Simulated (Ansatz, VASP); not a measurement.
## One calculation of Al2O3, two programs

```
Al O
1.0
     2.48548    1.43499    4.63973
    -2.48548    1.43499    4.63973
     0.00000   -2.86999    4.63973
Al O
4 6
Direct
  0.85204 0.85204 0.85204
  0.64796 0.64796 0.64796
  0.14796 0.14796 0.14796
  0.35204 0.35204 0.35204
  0.05586 0.44414 0.75000
  0.75000 0.05586 0.44414
  0.44414 0.75000 0.05586
  0.94414 0.55586 0.25000
  0.25000 0.94414 0.55586
  0.55586 0.25000 0.94414
```

Alike in both runs: task single point; functional PBEsol; k mesh 6 × 6 × 6; occupations gaussian, width 0.05 eV; no spin polarisation.

|  | VASP | Ansatz |
| --- | --- | --- |
| version | VASP 6.6.1 | Ansatz 0.2.0 |
| potentials or method | VASP PAW PBE potentials, release 64 (Al, O), cutoff 520 eV | scalar-relativistic, plane waves, PAW |
| valence electrons in the cell | 48 | 48 |

VASP gave:

```
gap on the k mesh at the Fermi level (eV)                     : 4.25
least direct gap on the mesh (eV)                             : 4.25
pressure (GPa)                                                : -26.5
traceless stress, the component that is largest in VASP (GPa) : -4.53
rms of the force components (eV/Å)                            : 0.032
```

Estimate Ansatz's values.

gap on the k mesh at the Fermi level (eV): 4.25; least direct gap on the mesh (eV): 4.25; pressure (GPa): -26.5; traceless stress, the component that is largest in VASP (GPa): -4.50; rms of the force components (eV/Å): 0.031.

VASP's potentials were made for PBE, not for PBEsol, and Ansatz warns of the same on its side. Atom by atom the forces differ by 0.001 eV/Å (rms over components). With one functional, cell and mesh, what is left measures potentials, basis and numerics.
